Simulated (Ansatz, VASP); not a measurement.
## W: VASP beside Ansatz

Contents of INCAR:

```
PREC = Accurate
ENCUT = 520
EDIFF = 1E-6
ISMEAR = 0
SIGMA = 0.15
LREAL = F
LASPH = T
NELM = 60
ALGO = Fast
ISIF = 2
LWAVE = F
LCHARG = F
GGA = PS
NBANDS = 21
```

File KPOINTS:

```
regular mesh
0
Gamma
  22 22 16
```

File POSCAR:

```
W
1.0
    0.0000000000     -1.9989957669     -1.9989957669
    0.0000000000      1.9989957669     -1.9989957669
    3.9979915338      0.0000000000      0.0000000000
W
2
Direct
    0.5000000000      0.5000000000      0.5093797097
    0.0000000000      0.0000000000     -0.0093797097
```

Input for Ansatz:

```yaml
crystal:
  lattice:
    - [0.0, -1.9989957669, -1.9989957669]
    - [0.0, 1.9989957669, -1.9989957669]
    - [3.9979915338, 0.0, 0.0]
  atoms:
    - { symbol: W, position: [0.5, 0.5, 0.5093797097] }
    - { symbol: W, position: [0.0, 0.0, -0.0093797097] }
basis:
  ecutwfc: 420
kpoints:
  mp_grid: { grid: [22, 22, 16] }
hamiltonian:
  xc: pbesol
scf:
  occupations: { method: gaussian, width: 0.15 }
output:
  forces: true
  stress: true
  eigenvalues: true
```

Change from the starting cell: mode 6 (217.3 1/cm) frozen in, largest displacement +0.037 Å.

Alike in both runs: task single point; functional PBEsol; k mesh 22 × 22 × 16; occupations gaussian, width 0.15 eV; no spin polarisation.

|  | VASP | Ansatz |
| --- | --- | --- |
| version | VASP 6.6.1 | Ansatz 0.2.0 |
| potentials or method | VASP PAW PBE potentials, release 64 (W_sv), cutoff 520 eV | scalar-relativistic, plane waves, PAW |
| valence electrons in the cell | 28 | 28 |

Ansatz gave:

| Property | Result |
| --- | --- |
| gap on the k mesh at the Fermi level (eV) | none |
| pressure (GPa) | 0.8 |
| traceless stress, the component that is largest in VASP (GPa) | -2.00 |
| rms of the force components (eV/Å) | 0.675 |

Q: Estimate VASP's values.

A: gap on the k mesh at the Fermi level (eV): none; pressure (GPa): 1.5; traceless stress, the component that is largest in VASP (GPa): -2.01; rms of the force components (eV/Å): 0.683.

VASP's potentials were made for PBE, not for PBEsol. Atom by atom the forces differ by 0.008 eV/Å (rms over components). A gap of «none» marks a metal or a gap that the smearing closes.

Neither program's run includes spin-orbit coupling.
